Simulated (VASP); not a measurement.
Input of a VASP 6.6.1 run:

File INCAR:

```
ALGO = Normal ; EDIFF = 1E-6
ENCUT = 520 ; GGA = PE
ISIF = 2 ; ISMEAR = 0
LASPH = T ; LCHARG = T
LELF = T ; LREAL = F
LVHAR = T ; LWAVE = F
NBANDS = 16 ; NELM = 60
PREC = Accurate ; SIGMA = 0.15
```

Contents of KPOINTS:

```
k-points
0
Gamma
  14 14 14
```

The input POSCAR:

```
GaSb
1.0
    0.0000000000      3.2046755780      3.1201203174
    3.1201203174      0.0000000000      3.1201203174
    3.1201203174      3.2046755780      0.0000000000
Ga Sb
1 1
Direct
    0.0000000000      0.0000000000      0.0000000000
    0.7500000000      0.7500000000      0.7500000000
```

Potentials or basis: VASP PAW PBE potentials, release 64 (Ga_d, Sb).

The run is started by

```sh
$ cat potpaw_PBE.64/Ga_d/POTCAR potpaw_PBE.64/Sb/POTCAR > POTCAR
$ mpirun -np 1 vasp_std > vasp.out
```

(1) What does it give for the pressure?

(2) What does it give for the band gap on the k mesh?

Results:

(1) -1.5 GPa.

(2) zero (filled and empty bands touch).

Caveat: semilocal functionals underestimate gaps, and a narrow one can read as zero; spin-orbit coupling is left out, which moves the levels of the heavy elements.
